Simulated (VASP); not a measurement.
Input of a VASP 6.6.1 run:

Contents of INCAR:

```
PREC = Accurate ; ENCUT = 520
EDIFF = 1E-6 ; ISMEAR = 0
SIGMA = 0.1 ; LREAL = F
LASPH = T ; NELM = 80
ALGO = Normal ; ISIF = 2
LWAVE = F ; LCHARG = F
LDIPOL = T ; IDIPOL = 3
DIPOL = 0.5 0.5 0.399 ; GGA = PE
IVDW = 12 ; NBANDS = 36
```

Contents of KPOINTS:

```
regular mesh
0
Gamma
  9 9 1
```

File POSCAR:

```
Ge
1.0
    4.0226895460      0.0000000000      0.0000000000
   -2.0113447730      3.4837513384      0.0000000000
    0.0000000000      0.0000000000     18.8685220369
Ge
4
Direct
    0.3333333333      0.6666666667      0.2747571330
    0.6666666667      0.3333333333      0.2384924474
    0.5555555556      0.4444444444      0.5601139303
    0.8888888889      0.1111111111      0.5238492447
```

Potentials or basis: VASP PAW PBE potentials, release 64 (Ge_d).

Run with:

```sh
$ cat potpaw_PBE.64/Ge_d/POTCAR > POTCAR
$ mpirun -np 1 vasp_std > vasp.out
```

(1) Predict the largest force.

(2) Estimate the dispersion energy per atom.

(3) Predict the band gap on the k mesh.

Results:

(1) 0.072 eV/Å.

(2) -0.180 eV.

(3) 0.16 eV.

Caveat: the cell differs from its parent crystal (layers slid over each other).
